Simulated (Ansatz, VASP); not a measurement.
# One calculation of As, two programs

```
CELL_PARAMETERS angstrom
-3.72308 3.72308 3.72308
3.72308 -3.72308 3.72308
3.72308 3.72308 -3.72308
ATOMIC_POSITIONS crystal
As 0.19349 0.19349 0.19349
As 0.50000 0.00000 0.30651
As 0.30651 0.50000 0.00000
As 0.00000 0.30651 0.50000
As 0.80651 0.80651 0.80651
As 0.50000 0.00000 0.69349
As 0.69349 0.50000 0.00000
As 0.00000 0.69349 0.50000
```

Alike in both runs: functional PBE; k mesh 8 × 8 × 8; occupations gaussian, width 0.1 eV; no spin polarisation.

Ansatz relaxed the structure, and its values are those at the end. VASP's run is a single point on that final structure, the one shown.

|  | VASP | Ansatz |
| --- | --- | --- |
| version | VASP 6.6.1 | Ansatz 0.2.0 |
| potentials or method | VASP PAW PBE potentials, release 64 (As), cutoff 520 eV | scalar-relativistic, plane waves, PAW |
| valence electrons in the cell | 40 | 120 |

Ansatz gave:

- gap on the k mesh at the Fermi level (eV): none
- pressure (GPa): 0.0
- rms of the force components (eV/Å): 0.005

Question: Estimate VASP's values.

Answer: gap on the k mesh at the Fermi level (eV): none; pressure (GPa): 0.2; rms of the force components (eV/Å): 0.022.

A gap of «none» marks a metal or a gap that the smearing closes. VASP's potentials hold 40 valence electrons a cell and Ansatz's 120, so a difference there can come from the potentials and not from the codes.
